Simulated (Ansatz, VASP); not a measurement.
# One calculation of Pd, two programs

```
Pd
1.0
     1.36745   -4.92300    0.00000
     1.36745    4.92300    0.00000
     0.00000    0.00000    4.63598
Pd
4
Cartesian
  1.3675 3.6349 4.6361
  1.3675 -1.2881 2.3179
  1.3675 -3.6349 -0.0001
  1.3675 1.2881 2.3181
```

Alike in both runs: functional r2SCAN; k mesh 6 × 6 × 4; occupations gaussian, width 0.1 eV; no spin polarisation.

Ansatz relaxed the structure, and its values are those at the end. VASP's run is a single point on that final structure, the one shown.

```csv
,VASP,Ansatz
version,VASP 6.6.1,Ansatz 0.2.0
potentials or method,"VASP PAW PBE potentials, release 64 (Pd), cutoff 520 eV","scalar-relativistic, plane waves, PAW"
valence electrons in the cell,40,72
```

```tsv
	VASP	Ansatz	Ansatz less VASP
gap on the k mesh at the Fermi level (eV)	none	none	-
pressure (GPa)	0.4	-0.2	-0.56
```

VASP's potentials were made for PBE, not for r2SCAN. A gap of «none» marks a metal or a gap that the smearing closes. VASP's potentials hold 40 valence electrons a cell and Ansatz's 72, so a difference there can come from the potentials and not from the codes.

The k mesh is coarse, so the values compare programs but aren't converged.
